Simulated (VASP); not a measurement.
Wanted: the native input for a VASP 6.6.1 run.

| Item | Value |
| --- | --- |
| Task | relaxation of cell and atoms |
| Functional | LDA |
| Potentials or basis | VASP PAW LDA potentials, release 64 (Al, Cu_sv_GW) |
| Cutoff | 700 eV |
| k mesh | 12 × 12 × 12 |
| Occupations | gaussian, width 0.1 eV |
| Spin | no spin polarisation |
| Dipole correction | no |
| Further INCAR settings | ALGO = Normal; EDIFF = 1e-07; IBRION = 2; EDIFFG = -0.005; NSW = 70; ISIF = 3 |

The structure of AlCu3 lies in POSCAR:

```
AlCu3
1.0
    0.0000000000      2.9271909377      2.9271909377
    2.9271909377      0.0000000000      2.9271909377
    2.9271909377      2.9271909377      0.0000000000
Al Cu
1 3
Direct
    0.0000000000      0.0000000000      0.0000000000
    0.5000000000      0.5000000000      0.5000000000
    0.2500000000      0.2500000000      0.2500000000
    0.7500000000      0.7500000000      0.7500000000
```

One way to write it, as run:

INCAR

```
ALGO = Normal
EDIFF = 1E-7
EDIFFG = -0.005
ENCUT = 700
GGA = CA
GGA_COMPAT = F
IBRION = 2
ISIF = 3
ISMEAR = 0
LASPH = T
LCHARG = F
LREAL = F
LWAVE = F
NELM = 120
NELMIN = 4
NSW = 70
PREC = Accurate
SIGMA = 0.1
```

KPOINTS

```
k-points
0
Gamma
  12 12 12
```

Potentials or basis: VASP PAW LDA potentials, release 64 (Al, Cu_sv_GW).

Run with:

```bash
$ cat potpaw_LDA.64/Al/POTCAR potpaw_LDA.64/Cu_sv_GW/POTCAR > POTCAR
$ mpirun -np 1 vasp_std > vasp.out
```

It gave:

```yaml
Relaxed_volume: 11.42 Å³/atom
Relaxed_cell: a = 4.012 Å, b = 4.012 Å, c = 4.012 Å, α = 60.00°, β = 60.00°, γ = 60.00°
Space_group_after_relaxing_to_0.1_Å: Fm-3m (No. 225)
Energy_gained_by_relaxing: 54.4 meV/atom
Ionic_steps: 6
Pressure_after_relaxing: 0.0 GPa
Band_gap_on_the_k_mesh: zero (bands 30 and 31 overlap by 6.02 eV)
```

It took 26 min on 1 thread of Intel(R) Xeon(R) Platinum 8375C CPU @ 2.90GHz (Ice Lake), on a shared host, peak memory 0.32 GiB.
